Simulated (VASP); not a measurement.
TiN (Osbornite): single point with PBE

Crystal: TiN (Osbornite).

```
Ti N
1.0
     0.00000    2.11900    2.11900
     2.11900    0.00000    2.11900
     2.11900    2.11900    0.00000
Ti N
1 1
Direct
  0.00000 0.00000 0.00000
  0.50000 0.50000 0.50000
```

```yaml
Program: VASP 6.6.1
Task: single point
Functional: PBE
Potentials_or_basis: VASP PAW PBE potentials, release 64 (Ti_sv, N)
Cutoff: 520 eV
k_mesh: 4 × 4 × 4
Occupations: methfessel-paxton, width 0.1 eV
Spin: no spin polarisation
```

| Quantity | Value |
| --- | --- |
| Pressure | 2.9 GPa |

Levels at points of the mesh, in eV from the Fermi level:
| k point | band 6 | band 7 | band 8 | band 9 | band 10 | band 11 |
| --- | --- | --- | --- | --- | --- | --- |
| (0.00, 0.00, 0.00) | -1.69 | -1.69 | -1.69 | -0.30 | -0.30 | -0.30 |
| (0.50, 0.00, 0.00) | -7.76 | -5.15 | -5.15 | 2.00 | 2.00 | 2.68 |
| (0.50, 0.50, 0.00) | -5.50 | -2.89 | -2.89 | -2.75 | 1.96 | 2.70 |

It took 4.7 s on 1 thread of Intel(R) Xeon(R) Platinum 8259CL CPU @ 2.50GHz (Skylake/Cascade Lake), with other jobs on the host, peak memory 0.13 GiB.

Caveat: the k points lie up to 0.64 Å⁻¹ apart.
